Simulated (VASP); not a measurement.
Input of a VASP 6.6.1 run:

Contents of POSCAR:

```
Sr
1.0
    4.8096001444      0.0000000000      0.0000000000
    0.0000000000      4.8096001444      0.0000000000
    0.0000000000      0.0000000000      4.8817441466
Sr
2
Direct
    0.0000000000      0.0000000000      0.0000000000
    0.5000000000      0.5000000000      0.5000000000
```

INCAR.step1

```
PREC = Accurate
ENCUT = 520
ISMEAR = 0
SIGMA = 0.1
LREAL = False
LASPH = True
NELM = 100
NBANDS = 17
GGA = PE
ALGO = Normal
EDIFF = 1E-4
LWAVE = True
LCHARG = False
```

Contents of INCAR.step2:

```
PREC = Accurate
ENCUT = 520
EDIFF = 1E-6
ISMEAR = 0
SIGMA = 0.1
LREAL = False
LASPH = True
NELM = 100
ALGO = Normal
ISIF = 2
LWAVE = False
LCHARG = True
METAGGA = R2SCAN
LMIXTAU = True
LELF = True
LVHAR = True
NBANDS = 17
ISTART = 1
```

Contents of KPOINTS:

```
regular mesh
0
Gamma
  10 10 10
```

Potentials or basis: VASP PAW PBE potentials, release 64 (Sr_sv).

Command:

```console
$ cat potpaw_PBE.64/Sr_sv/POTCAR > POTCAR
$ cp INCAR.step1 INCAR
$ mpirun -np 1 vasp_std > vasp.out
$ cp INCAR.step2 INCAR
$ mpirun -np 1 vasp_std > vasp.out
```

(1) Estimate the pressure.

(2) Estimate the band gap on the k mesh.

## Answers

(1) -0.1 GPa.

(2) zero (band 10 reaches 1.89 eV, above the bottom of band 11 at 1.48 eV).

Caveat: the cell differs from its parent crystal (strain along c alone, the other axes held: +1.5 %); the PAW data sets were made with another functional, which shifts forces and pressure a little.
